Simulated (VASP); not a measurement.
# AlN (P6_3mc) in VASP: single point with PBE

Aim: the single point of AlN with PBE.

All numbers are computed with VASP 6.6.1; they aren't measurements. Logs are shortened: lines on timing, memory, paths and dates and some standing lists are left out, and cuts for length are marked.

**1. The cell of the first run**

It takes space group P6_3mc (No. 186, hexagonal). Conventional cell: a = 3.113 Å, b = 3.113 Å, c = 4.981 Å, α = 90.00°, β = 90.00°, γ = 120.00°. Al (site symmetry 3m) has 4 N at 1.89 Å within 2.5 Å. Within 2.5 Å of N (site symmetry 3m) lie 4 Al at 1.89 Å.

**2. Single point, PBE**

The input, INCAR:

```
  ALGO = Normal
  EDIFF = 1E-6
  ENCUT = 600
  GGA = PE
  GGA_COMPAT = F
  ISIF = 2
  ISMEAR = 0
  LASPH = T
  LCHARG = F
  LREAL = F
  LWAVE = F
  NBANDS = 16
  NELM = 120
  PREC = Accurate
  SIGMA = 0.01
```

The input, KPOINTS:

```
k-points
0
Gamma
  6 6 3
```

The input, POSCAR:

```
AlN
1.0
    3.1130000000      0.0000000000      0.0000000000
   -1.5565000000      2.6959370800      0.0000000000
    0.0000000000      0.0000000000      4.9810000000
Al N
2 2
Direct
    0.3333333300      0.6666666700      0.0000000000
    0.6666666700      0.3333333300      0.5000000000
    0.3333333300      0.6666666700      0.3800000000
    0.6666666700      0.3333333300      0.8800000000
```

Potentials or basis: VASP PAW PBE potentials, release 64 (Al, N).

On the command line:

```
cat potpaw_PBE.64/Al/POTCAR potpaw_PBE.64/N/POTCAR > POTCAR
mpirun -np 1 vasp_std > vasp.out
```

OUTCAR:

```text
EDIFF = 1E-6
   ENCUT = 600
   GGA = PE
   ISIF = 2
   ISMEAR = 0
   LASPH = T
   LREAL = F
   NELM = 120
   PREC = Accurate

 ion  position               nearest neighbor table
   1  0.333  0.667  0.000-   3 1.89   4 1.89   4 1.89   4 1.89   2 3.07   2 3.07   2 3.07   2 3.07
                             2 3.07   2 3.07
   2  0.667  0.333  0.500-   4 1.89   3 1.89   3 1.89   3 1.89   1 3.07   1 3.07   1 3.07   1 3.07
                             1 3.07   1 3.07
   3  0.333  0.667  0.380-   1 1.89   2 1.89   2 1.89   2 1.89
   4  0.667  0.333  0.880-   2 1.89   1 1.89   1 1.89   1 1.89

  LATTYP: Found a hexagonal cell.
 ALAT       =     3.1130000000
 C/A-ratio  =     1.6000642467

  Lattice vectors:

 A1 = (   3.1130000000,   0.0000000000,   0.0000000000)
 A2 = (  -1.5565000000,   2.6959370800,   0.0000000000)
 A3 = (   0.0000000000,   0.0000000000,   4.9810000000)

Analysis of symmetry for initial positions (statically):
=====================================================================
 Subroutine PRICEL returns:
 Original cell was already a primitive cell.

 Routine SETGRP: Setting up the symmetry group for a
 hexagonal supercell.

 Subroutine GETGRP returns: Found 12 space group operations
 (whereof  6 operations were pure point group operations)
 out of a pool of 24 trial point group operations.

The static configuration has the point symmetry C_3v.
 The point group associated with its full space group is C_6v.

Analysis of symmetry for dynamics (positions and initial velocities):
=====================================================================
 Subroutine PRICEL returns:
 Original cell was already a primitive cell.

 Routine SETGRP: Setting up the symmetry group for a
 hexagonal supercell.

 Subroutine GETGRP returns: Found 12 space group operations
 (whereof  6 operations were pure point group operations)
 out of a pool of 24 trial point group operations.

The dynamic configuration has the point symmetry C_3v.
 The point group associated with its full space group is C_6v.

 Subroutine INISYM returns: Found 12 space group operations
 (whereof  6 operations are pure point group operations),
 and found     1 'primitive' translations

----------------------------------------------------------------------------------------

                                     Primitive cell
[... 84 lines left out ...]
   EDIFF  = 0.1E-05   stopping-criterion for ELM
   LREAL  =      F    real-space projection
   EDIFFG = 0.1E-04   stopping-criterion for IOM
   NSW    =      0    number of steps for IOM
   IBRION =     -1    ionic relax: 0-MD 1-quasi-New 2-CG
   NFREE  =      0    steps in history (QN), initial steepest desc. (CG)
   ISIF   =      2    stress and relaxation
   ISYM   =      2    0-nonsym 1-usesym 2-fastsym
   POTIM  = 0.5000    time-step for ionic-motion
   TEBEG  =    0.0;   TEEND  =   0.0 temperature during run
   PSTRESS=    0.0 pullay stress
   NELECT =      16.0000    total number of electrons
   NUPDOWN=      -1.0000    fix difference up-down
   EMIN   =  10.00;   EMAX   =-10.00  energy-range for DOS
   EFERMI =   0.00;   METHOD = LEGACY
   ISMEAR =     0;   SIGMA  =   0.01  broadening in eV -4-tet -1-fermi 0-gaus
   EFERMI_NEDOS =   21; number of points for ismear=-14 and -15
   IALGO  =     38    algorithm
   IMIX   =      4    mixing-type and parameters
     AMIX     =   0.40;   BMIX     =  1.00
     AMIX_MAG =   1.60;   BMIX_MAG =  1.00
  volume/ion in A,a.u.               =      10.45        70.52
  Fermi-wavevector in a.u.,A,eV,Ry     =   1.188629  2.246183 19.222843  1.412839
  Thomas-Fermi vector in A             =   2.324754
   LORBIT       =      0    0 simple, 1 ext, 2 COOP (PROOUT), +10 PAW based schemes
   GGA     = PE    functional components
   LHFCALC =     F    Hartree Fock is set to
   AEXX    =    0.0000 exact exchange contribution
   IVDW    =     0    specifies the selected vdW correction
   LEPSILON=     F    determine dielectric tensor
   LRPA    =     F    only Hartree local field effects (RPA)
 non-spin polarized calculation
 Gauss-broadening in eV      SIGMA  =   0.01
  energy-cutoff  :      600.00
  volume of cell :       41.80
 maximum number of plane-waves:      1408
 NGX is ok and might be reduce to    28
   NGX = 13   NGY = 13   NGZ = 19

 number of electron      16.0000000 magnetization

 Free energy of the ion-electron system (eV)
  ---------------------------------------------------
  ext. energy  EPLUGINS =         0.00000000
  ---------------------------------------------------
  free energy    TOTEN  =       -29.77129203 eV

  energy without entropy =      -29.77129203  energy(sigma->0) =      -29.77129203

 E-fermi :   6.2311     XC(G=0): -10.9065

 val. band max:        6.1231679647   @ k =   0.0000   0.0000   0.0000
 cond. band min:      10.3462717731   @ k =   0.0000   0.0000   0.0000
 fundamental gap:      4.2231038084
 Fermi energy:         6.2311074545

 k-point     1 :       0.0000    0.0000    0.0000
  band No.  band energies     occupation
      1      -9.0368      2.00000
      2      -6.8882      2.00000
      3       0.1492      2.00000
      4       5.2913      2.00000
      5       5.2913      2.00000
      6       5.9435      2.00000
[... 243 lines left out ...]
      3       1.4925      2.00000
      4       1.4925      2.00000
      5       1.7824      2.00000
      6       2.9123      2.00000
[... 8 lines left out ...]
     15      19.3571      0.00000
     16      21.4432      0.00000

------------------------ aborting loop because EDIFF is reached ----------------------------------------

  FORCE on cell =-STRESS in cart. coord.  units (eV):
  Direction    XX          YY          ZZ          XY          YZ          ZX
  --------------------------------------------------------------------------------------
  -------------------------------------------------------------------------------------
  Total        0.7275027      0.7275027      1.1590447      0.0000000      0.0000000      0.0000000
  in kB       27.8830173     27.8830173     44.4227427      0.0000000      0.0000000      0.0000000
  external PRESSURE =      33.3962591 kB  Pullay stress =       0.0000000 kB

 VOLUME and BASIS-vectors are now :
 -----------------------------------------------------------------------------
  energy-cutoff  :      600.00
  volume of cell :       41.80
      direct lattice vectors                 reciprocal lattice vectors
     3.113000000  0.000000000  0.000000000     0.321233537  0.185464269  0.000000000
    -1.556500000  2.695937080  0.000000000     0.000000000  0.370928538  0.000000000
     0.000000000  0.000000000  4.981000000     0.000000000  0.000000000  0.200762899

 POSITION                                       TOTAL-FORCE (eV/Angst)
 -----------------------------------------------------------------------------------
     -0.00000      1.79729      0.00000         0.000000     -0.000000     -0.128772
      1.55650      0.89865      2.49050         0.000000     -0.000000     -0.128772
     -0.00000      1.79729      1.89278         0.000000     -0.000000      0.128772
      1.55650      0.89865      4.38328        -0.000000      0.000000      0.128772
 -----------------------------------------------------------------------------------
    total drift:                               -0.000009      0.000005      0.000410

  FREE ENERGIE OF THE ION-ELECTRON SYSTEM (eV)
  ---------------------------------------------------
  free  energy   TOTEN  =       -29.7712920322 eV

  energy  without entropy=      -29.7712920322  energy(sigma->0) =      -29.77129203
```

stdout:

```text
POSCAR found type information on POSCAR AlN
 POSCAR found :  2 types and       4 ions
 scaLAPACK will be used
 LDA part: xc-table for (Slater+PW92), standard interpolation
 POSCAR, INCAR and KPOINTS ok, starting setup
 FFT: planning ... GRIDC
 FFT: planning ... GRID_SOFT
 FFT: planning ... GRID
 WAVECAR not read
 entering main loop
```

Run time: 34 s. Hardware: 1 thread of AMD EPYC 7R43 (Zen 3), shared host; peak memory 0.14 GiB.

Results:

```yaml
Free_energy: -29.7713 eV
Pressure: 3.3 GPa
Largest_force: 0.129 eV/Å
Band_gap_on_the_k_mesh: 4.22 eV
```

Forces in eV/Å, atoms in the order of the input:
```
Al   0.000  0.000 -0.129
Al   0.000  0.000 -0.129
N    0.000  0.000  0.129
N    0.000  0.000  0.129
```

Caveat: the k points lie up to 0.42 Å⁻¹ apart.
